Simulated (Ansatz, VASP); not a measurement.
One calculation of EuZn3, two programs

The input INCAR:

```
SYSTEM = EuZn3
  PREC = Accurate
  ENCUT = 520
  EDIFF = 1E-6
  ISMEAR = 0
  SIGMA = 0.05
  LREAL = .False.
  LASPH = .True.
  NELM = 150
  ALGO = Normal
  ISIF = 2
  LWAVE = .False.
  LCHARG = .True.
  ISPIN = 2
  MAGMOM = 7.42 0 0 0
  LORBIT = 11
  LMAXMIX = 6
  GGA = PS
  LELF = .True.
  LVHAR = .True.
  NBANDS = 38
```

File KPOINTS:

```
Automatic mesh
0
Gamma
  8 8 8
  0 0 0
```

The input POSCAR:

```
EuZn3
1.0
    4.3573801842      0.0000000000      0.0000000000
    0.0000000000      4.3573801842      0.0000000000
    0.0000000000      0.0000000000      4.3573801842
Eu Zn
1 3
Direct
    0.0000000000      0.0000000000      0.0000000000
    0.0000000000      0.5000000000      0.5000000000
    0.5000000000      0.5000000000      0.0000000000
    0.5000000000      0.0000000000      0.5000000000
```

Input for Ansatz:

```yaml
crystal:
  lattice:
    - [4.3573801842, 0.0, 0.0]
    - [0.0, 4.3573801842, 0.0]
    - [0.0, 0.0, 4.3573801842]
  atoms:
    - { symbol: Eu, position: [0.0, 0.0, 0.0], spin: 7.42 }
    - { symbol: Zn, position: [0.0, 0.5, 0.5] }
    - { symbol: Zn, position: [0.5, 0.5, 0.0] }
    - { symbol: Zn, position: [0.5, 0.0, 0.5] }
basis:
  ecutwfc: 420
  ecutrho_ratio: 4
kpoints:
  mp_grid: { grid: [8, 8, 8] }
hamiltonian:
  xc: pbesol
scf:
  occupations: { method: gaussian, width: 0.05 }
output:
  forces: true
  stress: true
  eigenvalues: true
  populations: true
magnetization:
  spin_polarized: true
```

Alike in both runs: task single point; functional PBEsol; k mesh 8 × 8 × 8; occupations gaussian, width 0.05 eV; collinear spin.

|  | VASP | Ansatz |
| --- | --- | --- |
| version | VASP 6.6.1 | Ansatz 0.2.0 |
| potentials or method | VASP PAW PBE potentials, release 64 (Eu, Zn), cutoff 520 eV | scalar-relativistic, plane waves, PAW |
| valence electrons in the cell | 53 | 53 |

```tsv
	VASP	Ansatz	Ansatz less VASP
gap on the k mesh at the Fermi level (eV)	none	none	-
pressure (GPa)	-1.8	-1.8	+0.03
net moment per atom (μB)	1.87	1.87	+0.002
size of the moment on the site where the two differ most (μB)	6.58	6.75	+0.168
```

VASP's potentials were made for PBE, not for PBEsol. Site moments also hang on the region over which each program counts them. A gap of «none» marks a metal or a gap that the smearing closes. Ansatz's warnings: given moment on shells.

Spin-orbit coupling is off throughout.
